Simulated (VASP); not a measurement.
# SnO2 (P4_2/mmc) in VASP: single point with PBE

Aim: the single point of SnO2 with PBE.

All numbers are computed with VASP 6.6.1; they aren't measurements. Logs are shortened: lines on timing, memory, paths and dates and some standing lists are left out, and cuts for length are marked.

**1. The cell of the first run**

Symmetry: P4_2/mmc, No. 131, tetragonal system. Conventional cell: a = 3.952 Å, b = 3.952 Å, c = 7.833 Å, α = 90.00°, β = 90.00°, γ = 90.00°. Within 2.6 Å of Sn (site symmetry mmm) lie 4 O at 1.96 to 1.98 Å. Within 2.6 Å of O (site symmetry mmm) lie 2 Sn at 1.98 Å. O (site symmetry -4m2) has 2 Sn at 1.96 Å within 2.6 Å.

**2. Single point, PBE**

The input, POSCAR:

```
SnO2
1.0
    3.9519144119      0.0000000000      0.0000000000
    0.0000000000      3.9519144119      0.0000000000
    0.0000000000      0.0000000000      7.8333881654
Sn O
2 4
Direct
    0.0000000000      0.0000000000      0.0000000000
    0.0000000000      0.0000000000      0.5000000000
    0.5000000000      0.0000000000      0.0000000000
    0.0000000000      0.5000000000      0.5000000000
    0.0000000000      0.0000000000      0.2500000000
    0.0000000000      0.0000000000      0.7500000000
```

The input, INCAR.step1:

```
SYSTEM = SnO2
PREC = Accurate ; ENCUT = 520
EDIFF = 1E-7 ; ISMEAR = 0
SIGMA = 0.1 ; LREAL = .False.
LASPH = .True. ; NELM = 100
ALGO = Fast ; ISIF = 2
LWAVE = .False. ; LCHARG = .True.
GGA = PE ; NBANDS = 35
```

The input, KPOINTS.step1:

```
Automatic mesh
0
Gamma
  10 10 6
  0 0 0
```

The input, INCAR.step2:

```
SYSTEM = SnO2
PREC = Accurate ; ENCUT = 520
EDIFF = 1E-7 ; ISMEAR = -5
SIGMA = 0.1 ; LREAL = .False.
LASPH = .True. ; NELM = 100
ALGO = Fast ; ISIF = 2
LWAVE = .False. ; LCHARG = .False.
GGA = PE ; LORBIT = 11
NBANDS = 35 ; NEDOS = 1001
ICHARG = 11
```

The input, KPOINTS.step2:

```
Automatic mesh
0
Gamma
  15 15 9
  0 0 0
```

Potentials or basis: VASP PAW PBE potentials, release 64 (Sn_d, O).

Command:

```
$ cat potpaw_PBE.64/Sn_d/POTCAR potpaw_PBE.64/O/POTCAR > POTCAR
$ cp INCAR.step1 INCAR
$ cp KPOINTS.step1 KPOINTS
$ mpirun -np 1 vasp_std > vasp.out
$ cp INCAR.step2 INCAR
$ cp KPOINTS.step2 KPOINTS
$ mpirun -np 1 vasp_std > vasp.out
```

OUTCAR:

```text
SYSTEM = SnO2
   PREC = Accurate
   ENCUT = 520
   EDIFF = 1E-7
   ISMEAR = -5
   LREAL = .False.
   LASPH = .True.
   NELM = 100
   ISIF = 2
   GGA = PE
   LORBIT = 11
   ICHARG = 11

 ion  position               nearest neighbor table
   1  0.000  0.000  0.000-   5 1.96   6 1.96   3 1.98   3 1.98
   2  0.000  0.000  0.500-   5 1.96   6 1.96   4 1.98   4 1.98
   3  0.500  0.000  0.000-   1 1.98   1 1.98
   4  0.000  0.500  0.500-   2 1.98   2 1.98
   5  0.000  0.000  0.250-   1 1.96   2 1.96
   6  0.000  0.000  0.750-   1 1.96   2 1.96

  LATTYP: Found a simple tetragonal cell.
 ALAT       =     3.9519144119
 C/A-ratio  =     1.9821755607

  Lattice vectors:

 A1 = (   3.9519144119,   0.0000000000,   0.0000000000)
 A2 = (   0.0000000000,   3.9519144119,   0.0000000000)
 A3 = (   0.0000000000,   0.0000000000,   7.8333881654)

Analysis of symmetry for initial positions (statically):
=====================================================================
 Subroutine PRICEL returns:
 Original cell was already a primitive cell.

 Routine SETGRP: Setting up the symmetry group for a
 simple tetragonal supercell.

 Subroutine GETGRP returns: Found 16 space group operations
 (whereof  8 operations were pure point group operations)
 out of a pool of 16 trial point group operations.

The static configuration has the point symmetry D_2h.
 The point group associated with its full space group is D_4h.

Analysis of symmetry for dynamics (positions and initial velocities):
=====================================================================
 Subroutine PRICEL returns:
 Original cell was already a primitive cell.

 Routine SETGRP: Setting up the symmetry group for a
 simple tetragonal supercell.

 Subroutine GETGRP returns: Found 16 space group operations
 (whereof  8 operations were pure point group operations)
 out of a pool of 16 trial point group operations.

The dynamic configuration has the point symmetry D_2h.
 The point group associated with its full space group is D_4h.

 Subroutine INISYM returns: Found 16 space group operations
 (whereof  8 operations are pure point group operations),
 and found     1 'primitive' translations

----------------------------------------------------------------------------------------

                                     Primitive cell

  volume of cell :     122.3389

  direct lattice vectors                    reciprocal lattice vectors
     3.951914412  0.000000000  0.000000000     0.253041917  0.000000000  0.000000000
     0.000000000  3.951914412  0.000000000     0.000000000  0.253041917  0.000000000
     0.000000000  0.000000000  7.833388165     0.000000000  0.000000000  0.127658681

  length of vectors
     3.951914412  3.951914412  7.833388165     0.253041917  0.253041917  0.127658681

  position of ions in fractional coordinates (direct lattice)
     0.000000000  0.000000000  0.000000000
     0.000000000  0.000000000  0.500000000
     0.500000000  0.000000000  0.000000000
     0.000000000  0.500000000  0.500000000
     0.000000000  0.000000000  0.250000000
     0.000000000  0.000000000  0.750000000

  ion indices of the primitive-cell ions
   primitive index   ion index
                 1           1
                 2           2
                 3           3
                 4           4
                 5           5
                 6           6

----------------------------------------------------------------------------------------

 KPOINTS: Automatic mesh

Automatic generation of k-mesh.
 Grid dimensions read from file:
 generate k-points for:   15   15    9

 Generating k-lattice:

  Cartesian coordinates                     Fractional coordinates (reciprocal lattice)
     0.016869461  0.000000000  0.000000000     0.066666667  0.000000000  0.000000000
     0.000000000  0.016869461  0.000000000     0.000000000  0.066666667  0.000000000
     0.000000000  0.000000000  0.014184298     0.000000000  0.000000000  0.111111111

  Length of vectors
     0.016869461  0.016869461  0.014184298

  Shift w.r.t. Gamma in fractional coordinates (k-lattice)
     0.000000000  0.000000000  0.000000000

 TETIRR: Found   3013 inequivalent tetrahedra from    12150

 Subroutine IBZKPT returns following result:
 ===========================================

 Found    180 irreducible k-points:

 Following reciprocal coordinates:
            Coordinates               Weight
  0.000000  0.000000  0.000000      1.000000
  0.066667  0.000000  0.000000      4.000000
  0.133333  0.000000  0.000000      4.000000
  0.200000  0.000000  0.000000      4.000000
  0.266667  0.000000  0.000000      4.000000
  0.333333  0.000000  0.000000      4.000000
[... 16 lines left out ...]
  0.266667  0.200000  0.000000      8.000000
  0.333333  0.200000  0.000000      8.000000
 [... further k-points ...]
   k-points           NKPTS =    180   k-points in BZ     NKDIM =    180   number of bands    NBANDS=     35
   number of dos      NEDOS =   1001   number of ions     NIONS =      6
   total plane-waves  NPLWV =  54000
   dimension x,y,z NGX =    30 NGY =   30 NGZ =   60
   dimension x,y,z NGXF=    60 NGYF=   60 NGZF=  120
   ions per type =               2   4
   NGX,Y,Z   is equivalent  to a cutoff of  12.62, 12.62, 12.73 a.u.
   NGXF,Y,Z  is equivalent  to a cutoff of  25.24, 25.24, 25.47 a.u.
 SYSTEM =  SnO2
   PREC   = accura    normal or accurate (medium, high low for compatibility)
   ISTART =      0    job   : 0-new  1-cont  2-samecut
   ICHARG =     11    charge: 1-file 2-atom 10-const
   ISPIN  =      1    spin polarized calculation?
   LNONCOLLINEAR =      F non collinear calculations
   LSORBIT =      F    spin-orbit coupling
   LASPH  =      T    aspherical Exc in radial PAW
   ENCUT  =  520.0 eV  38.22 Ry    6.18 a.u.   7.35  7.35 14.56*2*pi/ulx,y,z
   NELM   =    100;   NELMIN=  2; NELMDL=  0     # of ELM steps
   EDIFF  = 0.1E-06   stopping-criterion for ELM
   LREAL  =      F    real-space projection
   EDIFFG = 0.1E-05   stopping-criterion for IOM
   NSW    =      0    number of steps for IOM
   IBRION =     -1    ionic relax: 0-MD 1-quasi-New 2-CG
   NFREE  =      0    steps in history (QN), initial steepest desc. (CG)
   ISIF   =      2    stress and relaxation
   ISYM   =      2    0-nonsym 1-usesym 2-fastsym
   POTIM  = 0.5000    time-step for ionic-motion
   TEBEG  =    0.0;   TEEND  =   0.0 temperature during run
   PSTRESS=    0.0 pullay stress
   NELECT =      52.0000    total number of electrons
   NUPDOWN=      -1.0000    fix difference up-down
   EMIN   =  10.00;   EMAX   =-10.00  energy-range for DOS
   EFERMI =   0.00;   METHOD = LEGACY
   ISMEAR =    -5;   SIGMA  =   0.10  broadening in eV -4-tet -1-fermi 0-gaus
   EFERMI_NEDOS =   21; number of points for ismear=-14 and -15
   IALGO  =     68    algorithm
   IMIX   =      4    mixing-type and parameters
     AMIX     =   0.40;   BMIX     =  1.00
     AMIX_MAG =   1.60;   BMIX_MAG =  1.00
  volume/ion in A,a.u.               =      20.39       137.60
  Fermi-wavevector in a.u.,A,eV,Ry     =   1.230895  2.326054 20.614224  1.515103
  Thomas-Fermi vector in A             =   2.365726
   LORBIT       =     11    0 simple, 1 ext, 2 COOP (PROOUT), +10 PAW based schemes
   GGA     = PE    functional components
   LHFCALC =     F    Hartree Fock is set to
   AEXX    =    0.0000 exact exchange contribution
   IVDW    =     0    specifies the selected vdW correction
   LEPSILON=     F    determine dielectric tensor
   LRPA    =     F    only Hartree local field effects (RPA)
 non-spin polarized calculation
 RMM-DIIS sequential band-by-band and
 Fermi weights with tetrahedron method with Bloechl corrections
  energy-cutoff  :      520.00
  volume of cell :      122.34
 maximum number of plane-waves:      3333
 NGX is ok and might be reduce to    30

 number of electron      51.9999980 magnetization

 Free energy of the ion-electron system (eV)
  ---------------------------------------------------
  ext. energy  EPLUGINS =         0.00000000
  ---------------------------------------------------
  free energy    TOTEN  =       -31.87634847 eV

  energy without entropy =      -31.87634847  energy(sigma->0) =      -31.87634847

 E-fermi :   1.1545     XC(G=0):  -8.2012

 val. band max:        1.1538600049   @ k =   0.4000   0.4000   0.0000
 cond. band min:       1.1393203301   @ k =   0.1333   0.1333   0.0000
 fundamental gap:     -0.0145396748
 Fermi energy:         1.1544546520

 k-point     1 :       0.0000    0.0000    0.0000
  band No.  band energies     occupation
      1     -20.4085      2.00000
      2     -20.2645      2.00000
      3     -20.2145      2.00000
      4     -19.8312      2.00000
      5     -19.5890      2.00000
      6     -19.5890      2.00000
[... 27 lines left out ...]
     34      11.4859      0.00000
     35      12.0775      0.00000

 k-point     2 :       0.0667    0.0000    0.0000
  band No.  band energies     occupation
      1     -20.4052      2.00000
      2     -20.2558      2.00000
      3     -20.2075      2.00000
      4     -19.8304      2.00000
      5     -19.5893      2.00000
      6     -19.5890      2.00000
[... 27 lines left out ...]
     34      11.5109      0.00000
     35      11.8870      0.00000

 k-point     3 :       0.1333    0.0000    0.0000
  band No.  band energies     occupation
      1     -20.3981      2.00000
      2     -20.2411      2.00000
      3     -20.1748      2.00000
      4     -19.8280      2.00000
      5     -19.5902      2.00000
      6     -19.5889      2.00000
[... 27 lines left out ...]
     34      11.4471      0.00000
     35      11.7425      0.00000

 k-point     4 :       0.2000    0.0000    0.0000
  band No.  band energies     occupation
      1     -20.3917      2.00000
      2     -20.2333      2.00000
      3     -20.1069      2.00000
      4     -19.8234      2.00000
      5     -19.5916      2.00000
      6     -19.5915      2.00000
[... 27 lines left out ...]
     34      11.3535      0.00000
     35      12.1673      0.00000

 k-point     5 :       0.2667    0.0000    0.0000
  band No.  band energies     occupation
      1     -20.3872      2.00000
      2     -20.2289      2.00000
      3     -20.0201      2.00000
      4     -19.8148      2.00000
      5     -19.5963      2.00000
      6     -19.5930      2.00000
[... 638 lines left out ...]
 k-point    22 :       0.2000    0.2000    0.0000
  band No.  band energies     occupation
      1     -20.3687      2.00000
      2     -20.1080      2.00000
      3     -20.0982      2.00000
      4     -19.8165      2.00000
      5     -19.5943      2.00000
      6     -19.5936      2.00000
[... 27 lines left out ...]
     34      11.5547      0.00000
     35      12.0775      0.00000

 k-point    23 :       0.2667    0.2000    0.0000
  band No.  band energies     occupation
      1     -20.3625      2.00000
      2     -20.1003      2.00000
      3     -20.0150      2.00000
      4     -19.8087      2.00000
      5     -19.5988      2.00000
      6     -19.5954      2.00000
[... 27 lines left out ...]
     34      11.4478      0.00000
     35      12.1897      0.00000

 k-point    24 :       0.3333    0.2000    0.0000
  band No.  band energies     occupation
      1     -20.3586      2.00000
      2     -20.0977      2.00000
      3     -19.9328      2.00000
      4     -19.7917      2.00000
      5     -19.6034      2.00000
      6     -19.5967      2.00000
[... 27 lines left out ...]
     34      10.9699      0.00000
     35      12.3685      0.00000

 [... further k-points ...]

------------------------ aborting loop because EDIFF is reached ----------------------------------------

  FORCE on cell =-STRESS in cart. coord.  units (eV):
  Direction    XX          YY          ZZ          XY          YZ          ZX
  --------------------------------------------------------------------------------------
  -------------------------------------------------------------------------------------
  Total        0.0367403      0.0367403      0.2387173      0.0000000      0.0000000      0.0000000
  in kB        0.4811591      0.4811591      3.1262932      0.0000000      0.0000000      0.0000000
  external PRESSURE =       1.3628705 kB  Pullay stress =       0.0000000 kB

 VOLUME and BASIS-vectors are now :
 -----------------------------------------------------------------------------
  energy-cutoff  :      520.00
  volume of cell :      122.34
      direct lattice vectors                 reciprocal lattice vectors
     3.951914412  0.000000000  0.000000000     0.253041917  0.000000000  0.000000000
     0.000000000  3.951914412  0.000000000     0.000000000  0.253041917  0.000000000
     0.000000000  0.000000000  7.833388165     0.000000000  0.000000000  0.127658681

 POSITION                                       TOTAL-FORCE (eV/Angst)
 -----------------------------------------------------------------------------------
      0.00000      0.00000      0.00000        -0.000000      0.000000      0.000000
      0.00000      0.00000      3.91669        -0.000000      0.000000      0.000000
      1.97596      0.00000      0.00000        -0.000000      0.000000      0.000000
      0.00000      1.97596      3.91669        -0.000000      0.000000      0.000000
      0.00000      0.00000      1.95835         0.000000     -0.000000     -0.000000
      0.00000      0.00000      5.87504         0.000000     -0.000000      0.000000
 -----------------------------------------------------------------------------------
    total drift:                               -0.000000     -0.000000      0.000000

  FREE ENERGIE OF THE ION-ELECTRON SYSTEM (eV)
  ---------------------------------------------------
  free  energy   TOTEN  =       -31.8763484743 eV

  energy  without entropy=      -31.8763484743  energy(sigma->0) =      -31.87634847

 total charge

# of ion       s       p       d       tot
------------------------------------------
    1        0.954   1.051  10.298  12.303
    2        0.954   1.051  10.298  12.303
    3        1.563   3.437   0.000   5.000
    4        1.563   3.437   0.000   5.000
    5        1.566   3.439   0.000   5.005
    6        1.566   3.439   0.000   5.005
--------------------------------------------------
tot          8.166  15.852  20.597  44.614
```

It took 20 min on 1 thread of Oxide Virtual Turin-like, shared host; peak memory 0.6 GiB.

What came out:

```yaml
Valence_electrons_inside_the_program's_atomic_spheres: Sn 12.30; O 5.00
```

Levels at points of the mesh, in eV from the Fermi level:
```tsv
k point	band 23	band 24	band 25	band 26	band 27	band 28	band 29	band 30
(0.00, 0.00, 0.00)	-0.99	-0.99	-0.71	-0.71	-0.67	2.85	6.68	6.68
```

Caveat: spin-orbit coupling is left out, which moves the levels of the heavy elements.
